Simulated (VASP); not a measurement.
Here is a VASP 6.6.1 calculation.

Contents of POSCAR:

```
BaZrO3
1.0
    4.2873811000      0.0000000000      0.0000000000
    0.0000000000      4.2873811000      0.0000000000
    0.0000000000      0.0000000000      4.2873811000
Ba Zr O
1 1 3
Direct
    0.0000000000      0.0000000000      0.0000000000
    0.5000000000      0.5000000000      0.5000000000
    0.0000000000      0.5000000000      0.5000000000
    0.5000000000      0.0000000000      0.5000000000
    0.5000000000      0.5000000000      0.0000000000
```

Contents of INCAR.step1:

```
ALGO = Normal
EDIFF = 1E-4
ENCUT = 520
GGA = PE
ISMEAR = -1
LASPH = True
LCHARG = False
LREAL = False
LWAVE = True
NBANDS = 28
NELM = 80
PREC = Accurate
SIGMA = 0.02
```

Contents of INCAR.step2:

```
ALGO = Normal
EDIFF = 1E-6
ENCUT = 520
ISIF = 2
ISMEAR = -1
ISTART = 1
LASPH = True
LCHARG = True
LELF = True
LMIXTAU = True
LREAL = False
LVHAR = True
LWAVE = False
METAGGA = R2SCAN
NBANDS = 28
NELM = 80
PREC = Accurate
SIGMA = 0.02
```

KPOINTS

```
k-points
0
Gamma
  8 8 8
```

Potentials or basis: VASP PAW PBE potentials, release 64 (Ba_sv, Zr_sv, O).

Launch:

```sh
$ cat potpaw_PBE.64/Ba_sv/POTCAR potpaw_PBE.64/Zr_sv/POTCAR potpaw_PBE.64/O/POTCAR > POTCAR
$ cp INCAR.step1 INCAR
$ mpirun -np 1 vasp_std > vasp.out
$ cp INCAR.step2 INCAR
$ mpirun -np 1 vasp_std > vasp.out
```

(1) What does it give for the band gap on the k mesh?

(2) Estimate the pressure.

Answers

(1) 3.53 eV (least direct gap 3.83 eV).

(2) -7.6 GPa.

Caveat: the cell stands under tension; the PAW data sets were made with another functional, which shifts forces and pressure a little; spin-orbit coupling is left out, which moves the levels of the heavy elements.
